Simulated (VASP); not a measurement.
# Ni (Im-3m) in VASP: a series of runs

Runs on Ni. Level: LDA. Tasks: single point.

Everything below comes from runs of VASP 6.6.1. Logs are shortened: lines on timing, memory, paths and dates and some standing lists are left out, and cuts for length are marked.

## Step 1: The cell of the first run

It takes space group Im-3m (No. 229, cubic). Conventional cell: a = 2.311 Å, b = 2.311 Å, c = 2.311 Å, α = 90.00°, β = 90.00°, γ = 90.00°. Within 2.7 Å of Ni (site symmetry m-3m) lie 14 Ni at 2.00 to 2.31 Å.

## Step 2: Single point, LDA, collinear spin, ferromagnetic start

Input file INCAR:

```
ALGO = Normal ; EDIFF = 1E-6
ENCUT = 520 ; GGA = CA
ISIF = 2 ; ISMEAR = -1
ISPIN = 2 ; LASPH = T
LCHARG = T ; LELF = T
LMAXMIX = 4 ; LORBIT = 11
LREAL = F ; LVHAR = T
LWAVE = F ; MAGMOM = 1
NBANDS = 15 ; NELM = 150
PREC = Accurate ; SIGMA = 0.05
```

Input file KPOINTS:

```
k-points
0
Gamma
  23 23 23
```

Input file POSCAR:

```
Ni
1.0
   -1.1554671541      1.1554671541      1.1554671541
    1.1554671541     -1.1554671541      1.1554671541
    1.1554671541      1.1554671541     -1.1554671541
Ni
1
Direct
    0.0000000000      0.0000000000      0.0000000000
```

Potentials or basis: VASP PAW LDA potentials, release 64 (Ni).

On the command line:

```sh
> cat potpaw_LDA.64/Ni/POTCAR > POTCAR
> mpirun -np 1 vasp_std > vasp.out
```

OUTCAR:

```text
EDIFF = 1E-6
   ENCUT = 520
   GGA = CA
   ISIF = 2
   ISMEAR = -1
   ISPIN = 2
   LASPH = T
   LORBIT = 11
   LREAL = F
   NELM = 150
   PREC = Accurate

 ion  position               nearest neighbor table
   1  0.000  0.000  0.000-

  LATTYP: Found a body centered cubic cell.
 ALAT       =     2.3109343082

  Lattice vectors:

 A1 = (  -1.1554671541,   1.1554671541,   1.1554671541)
 A2 = (   1.1554671541,  -1.1554671541,   1.1554671541)
 A3 = (   1.1554671541,   1.1554671541,  -1.1554671541)

Analysis of symmetry for initial positions (statically):
=====================================================================
 Subroutine PRICEL returns:
 Original cell was already a primitive cell.

 Routine SETGRP: Setting up the symmetry group for a
 body centered cubic supercell.

 Subroutine GETGRP returns: Found 48 space group operations
 (whereof 48 operations were pure point group operations)
 out of a pool of 48 trial point group operations.

The static configuration has the point symmetry O_h .

Analysis of symmetry for dynamics (positions and initial velocities):
=====================================================================
 Subroutine PRICEL returns:
 Original cell was already a primitive cell.

 Routine SETGRP: Setting up the symmetry group for a
 body centered cubic supercell.

 Subroutine GETGRP returns: Found 48 space group operations
 (whereof 48 operations were pure point group operations)
 out of a pool of 48 trial point group operations.

The dynamic configuration has the point symmetry O_h .

Analysis of structural, dynamic, and magnetic symmetry:
=====================================================================
 Subroutine PRICEL returns:
 Original cell was already a primitive cell.

 Routine SETGRP: Setting up the symmetry group for a
 body centered cubic supercell.

 Subroutine GETGRP returns: Found 48 space group operations
 (whereof 48 operations were pure point group operations)
 out of a pool of 48 trial point group operations.

The overall configuration has the point symmetry O_h .

 Subroutine INISYM returns: Found 48 space group operations
 (whereof 48 operations are pure point group operations),
 and found     1 'primitive' translations

----------------------------------------------------------------------------------------

                                     Primitive cell

  volume of cell :       6.1707

  direct lattice vectors                    reciprocal lattice vectors
    -1.155467154  1.155467154  1.155467154     0.000000000  0.432725412  0.432725412
[... 115 lines left out ...]
 spin polarized calculation
  energy-cutoff  :      520.00
  volume of cell :        6.17
 maximum number of plane-waves:       177
   NGX =  7   NGY =  7   NGZ =  7

 number of electron      10.0000012 magnetization      -0.0013857

 number of electron      10.0000012 magnetization       0.0001555

 Free energy of the ion-electron system (eV)
  ---------------------------------------------------
  ext. energy  EPLUGINS =         0.00000000
  ---------------------------------------------------
  free energy    TOTEN  =        -3.51272303 eV

  energy without entropy =       -3.50668051  energy(sigma->0) =       -3.50970177

 E-fermi :  20.0993     XC(G=0): -17.3075

 val. band max:       20.0887199545   @ k =  -0.3913   0.4348   0.0435
 cond. band min:      20.1086976897   @ k =  -0.3913   0.4348   0.3043
 fundamental gap:      0.0199777352
 Fermi energy:        20.0992785441

 spin component 1

 k-point     1 :       0.0000    0.0000    0.0000
  band No.  band energies     occupation
      1       6.6944      1.00000
      2      15.7230      1.00000
      3      15.7230      1.00000
      4      15.7230      1.00000
      5      18.7117      1.00000
      6      18.7117      1.00000
      7      51.9580      0.00000
      8      51.9580      0.00000
      9      51.9580      0.00000
     10      62.6789      0.00000
     11      62.6789      0.00000
     12      64.5913      0.00000
     13      69.7712      0.00000
     14      69.7712      0.00000
[... 403 lines left out ...]
      4      16.7366      1.00000
      5      18.2328      1.00000
      6      18.8092      1.00000
      7      48.4601      0.00000
      8      50.1603      0.00000
      9      52.9569      0.00000
     10      60.3686      0.00000
     11      60.7301      0.00000
     12      64.8389      0.00000
     13      65.2807      0.00000
     14      67.0640      0.00000
     15      70.1946      0.00000

 [... further k-points ...]

 spin component 2

 k-point     1 :       0.0000    0.0000    0.0000
  band No.  band energies     occupation
      1       6.6945      1.00000
      2      15.7230      1.00000
      3      15.7230      1.00000
      4      15.7230      1.00000
      5      18.7117      1.00000
      6      18.7117      1.00000
      7      51.9580      0.00000
      8      51.9580      0.00000
      9      51.9580      0.00000
     10      62.6789      0.00000
     11      62.6789      0.00000
     12      64.5917      0.00000
     13      69.7713      0.00000
     14      69.7713      0.00000
[... 403 lines left out ...]
      4      16.7367      1.00000
      5      18.2328      1.00000
      6      18.8092      1.00000
      7      48.4602      0.00000
      8      50.1604      0.00000
      9      52.9570      0.00000
     10      60.3688      0.00000
     11      60.7301      0.00000
     12      64.8393      0.00000
     13      65.2808      0.00000
     14      67.0641      0.00000
     15      70.1947      0.00000

 [... further k-points ...]
[... 5 lines left out ...]
  --------------------------------------------------------------------------------------
  -------------------------------------------------------------------------------------
  Total       15.0640080     15.0640080     15.0640080     -0.0000000      0.0000000      0.0000000
  in kB     3911.2746662   3911.2746662   3911.2746662     -0.0000000      0.0000000      0.0000000
  external PRESSURE =    3911.2746662 kB  Pullay stress =       0.0000000 kB

 VOLUME and BASIS-vectors are now :
 -----------------------------------------------------------------------------
  energy-cutoff  :      520.00
  volume of cell :        6.17
      direct lattice vectors                 reciprocal lattice vectors
    -1.155467154  1.155467154  1.155467154     0.000000000  0.432725412  0.432725412
     1.155467154 -1.155467154  1.155467154     0.432725412  0.000000000  0.432725412
     1.155467154  1.155467154 -1.155467154     0.432725412  0.432725412  0.000000000

 POSITION                                       TOTAL-FORCE (eV/Angst)
 -----------------------------------------------------------------------------------
      0.00000      0.00000      0.00000         0.000000     -0.000000     -0.000000
 -----------------------------------------------------------------------------------
    total drift:                                0.000000      0.000000     -0.000000

  FREE ENERGIE OF THE ION-ELECTRON SYSTEM (eV)
  ---------------------------------------------------
  free  energy   TOTEN  =        -3.5127230334 eV

  energy  without entropy=       -3.5066805083  energy(sigma->0) =       -3.50970177

 total charge

# of ion       s       p       d       tot
------------------------------------------
    1        0.838   1.251   8.995  11.084

 magnetization (x)

# of ion       s       p       d       tot
------------------------------------------
    1       -0.000   0.000   0.000   0.000
```

OSZICAR:

```text
N       E                     dE             d eps       ncg     rms          rms(c)
DAV:   1     0.327599401173E+02    0.32760E+02   -0.39727E+03 24571   0.978E+02
DAV:   2    -0.324608662492E+01   -0.36006E+02   -0.33800E+02 25102   0.177E+02
DAV:   3    -0.422181427136E+01   -0.97573E+00   -0.96939E+00 25809   0.277E+01
DAV:   4    -0.422433885080E+01   -0.25246E-02   -0.25244E-02 25823   0.138E+00
DAV:   5    -0.422434473952E+01   -0.58887E-05   -0.58894E-05 25977   0.645E-02    0.265E+01
DAV:   6    -0.367351291912E+01    0.55083E+00   -0.20725E+00 28406   0.184E+01    0.119E+01
DAV:   7    -0.354528904030E+01    0.12822E+00   -0.64831E-02 25217   0.329E+00    0.620E+00
DAV:   8    -0.351638485608E+01    0.28904E-01   -0.99087E-03 29730   0.735E-01    0.223E+00
DAV:   9    -0.351255222075E+01    0.38326E-02   -0.23143E-03 28897   0.310E-01    0.159E-01
DAV:  10    -0.351268590245E+01   -0.13368E-03   -0.43265E-05 25072   0.672E-02    0.709E-02
DAV:  11    -0.351271296795E+01   -0.27066E-04   -0.14173E-05 24444   0.474E-02    0.347E-02
DAV:  12    -0.351272302955E+01   -0.10062E-04   -0.26929E-06 23344   0.190E-02    0.125E-02
DAV:  13    -0.351272303340E+01   -0.38472E-08   -0.32496E-07 12832   0.686E-03
   1 F= -.35127230E+01 E0= -.35097018E+01  d E =-.604253E-02  mag=    -0.0000
```

Wall time 39 s (1 thread of Intel Xeon Platinum 8259CL at 2.50GHz (Skylake/Cascade Lake), shared host); peak memory 0.16 GiB.

What came out:

* Free energy: -3.5127 eV
* Pressure: 391.1 GPa
* Band gap on the k mesh: zero (filled and empty bands overlap)
* Net moment: 0.00 μB per cell

Levels at points of the mesh, in eV from the Fermi level:
Spin up:
| k point | band 3 | band 4 | band 5 | band 6 | band 7 | band 8 |
| --- | --- | --- | --- | --- | --- | --- |
| (0.00, 0.00, 0.00) | -4.38 | -4.38 | -1.39 | -1.39 | 31.86 | 31.86 |
Spin down:
| k point | band 2 | band 3 | band 4 | band 5 | band 6 | band 7 | band 8 | band 9 |
| --- | --- | --- | --- | --- | --- | --- | --- | --- |
| (0.00, 0.00, 0.00) | -4.38 | -4.38 | -4.38 | -1.39 | -1.39 | 31.86 | 31.86 | 31.86 |

## Step 3: Single point, LDA, collinear spin, ferromagnetic start

Input file INCAR:

```
SYSTEM = Ni
ALGO = Normal
EDIFF = 1E-6
ENCUT = 520
GGA = CA
ISIF = 2
ISMEAR = -1
ISPIN = 2
LASPH = .True.
LCHARG = .False.
LMAXMIX = 4
LORBIT = 11
LREAL = .False.
LWAVE = .False.
MAGMOM = 1
NBANDS = 15
NELM = 150
PREC = Accurate
SIGMA = 0.05
```

Input file KPOINTS:

```
k-points
0
Gamma
  23 23 23
  0 0 0
```

Input file POSCAR:

```
Ni
1.0
   -1.1556815178      1.1556815178      1.1556815178
    1.1556815178     -1.1556815178      1.1556815178
    1.1556815178      1.1556815178     -1.1556815178
Ni
1
Direct
    0.0000000000      0.0000000000      0.0000000000
```

Potentials or basis: VASP PAW LDA potentials, release 64 (Ni).

On the command line:

```sh
> cat potpaw_LDA.64/Ni/POTCAR > POTCAR
> mpirun -np 1 vasp_std > vasp.out
```

OUTCAR:

```text
SYSTEM = Ni
   EDIFF = 1E-6
   ENCUT = 520
   GGA = CA
   ISIF = 2
   ISMEAR = -1
   ISPIN = 2
   LASPH = .True.
   LORBIT = 11
   LREAL = .False.
   NELM = 150
   PREC = Accurate

 ion  position               nearest neighbor table
   1  0.000  0.000  0.000-

  LATTYP: Found a body centered cubic cell.
 ALAT       =     2.3113630356

  Lattice vectors:
[... 1072 lines left out ...]

  FORCE on cell =-STRESS in cart. coord.  units (eV):
  Direction    XX          YY          ZZ          XY          YZ          ZX
  --------------------------------------------------------------------------------------
  -------------------------------------------------------------------------------------
  Total       15.0357043     15.0357043     15.0357043      0.0000000     -0.0000000      0.0000000
  in kB     3901.7538233   3901.7538233   3901.7538233      0.0000000     -0.0000000      0.0000000
  external PRESSURE =    3901.7538233 kB  Pullay stress =       0.0000000 kB

 VOLUME and BASIS-vectors are now :
 -----------------------------------------------------------------------------
  energy-cutoff  :      520.00
  volume of cell :        6.17
      direct lattice vectors                 reciprocal lattice vectors
    -1.155681518  1.155681518  1.155681518     0.000000000  0.432645147  0.432645147
     1.155681518 -1.155681518  1.155681518     0.432645147  0.000000000  0.432645147
     1.155681518  1.155681518 -1.155681518     0.432645147  0.432645147  0.000000000

 POSITION                                       TOTAL-FORCE (eV/Angst)
 -----------------------------------------------------------------------------------
      0.00000      0.00000      0.00000         0.000000     -0.000000     -0.000000
 -----------------------------------------------------------------------------------
    total drift:                                0.000000      0.000000     -0.000000

  FREE ENERGIE OF THE ION-ELECTRON SYSTEM (eV)
  ---------------------------------------------------
  free  energy   TOTEN  =        -3.5211011174 eV

  energy  without entropy=       -3.5150534495  energy(sigma->0) =       -3.51807728

 total charge

# of ion       s       p       d       tot
------------------------------------------
    1        0.838   1.250   8.994  11.082

 magnetization (x)

# of ion       s       p       d       tot
------------------------------------------
    1       -0.000   0.000   0.000   0.000
```

OSZICAR:

```text
N       E                     dE             d eps       ncg     rms          rms(c)
DAV:   1     0.329545821304E+02    0.32955E+02   -0.39662E+03 24600   0.979E+02
DAV:   2    -0.325703347139E+01   -0.36212E+02   -0.33963E+02 25340   0.178E+02
DAV:   3    -0.423034480655E+01   -0.97331E+00   -0.96585E+00 25739   0.277E+01
DAV:   4    -0.423290673678E+01   -0.25619E-02   -0.25618E-02 26096   0.139E+00
DAV:   5    -0.423291263947E+01   -0.59027E-05   -0.59028E-05 25746   0.642E-02    0.264E+01
DAV:   6    -0.368164705229E+01    0.55127E+00   -0.20794E+00 28392   0.185E+01    0.119E+01
DAV:   7    -0.355371293244E+01    0.12793E+00   -0.65019E-02 25210   0.330E+00    0.619E+00
DAV:   8    -0.352475428910E+01    0.28959E-01   -0.99262E-03 29677   0.735E-01    0.222E+00
DAV:   9    -0.352093038363E+01    0.38239E-02   -0.23104E-03 28910   0.309E-01    0.160E-01
DAV:  10    -0.352106408813E+01   -0.13370E-03   -0.43631E-05 25053   0.675E-02    0.708E-02
DAV:  11    -0.352109107733E+01   -0.26989E-04   -0.14150E-05 24423   0.474E-02    0.346E-02
DAV:  12    -0.352110111415E+01   -0.10037E-04   -0.26863E-06 23296   0.189E-02    0.125E-02
DAV:  13    -0.352110111743E+01   -0.32810E-08   -0.32444E-07 12838   0.686E-03
   1 F= -.35211011E+01 E0= -.35180773E+01  d E =-.604767E-02  mag=    -0.0000
```

It took 36 s on 1 thread of Intel Xeon Platinum 8259CL at 2.50GHz (Skylake/Cascade Lake), shared host; peak memory 0.16 GiB.

What came out:

* Free energy: -3.5211 eV
* Pressure: 390.2 GPa
* Band gap on the k mesh: zero (filled and empty bands overlap)
* Net moment: 0.00 μB per cell
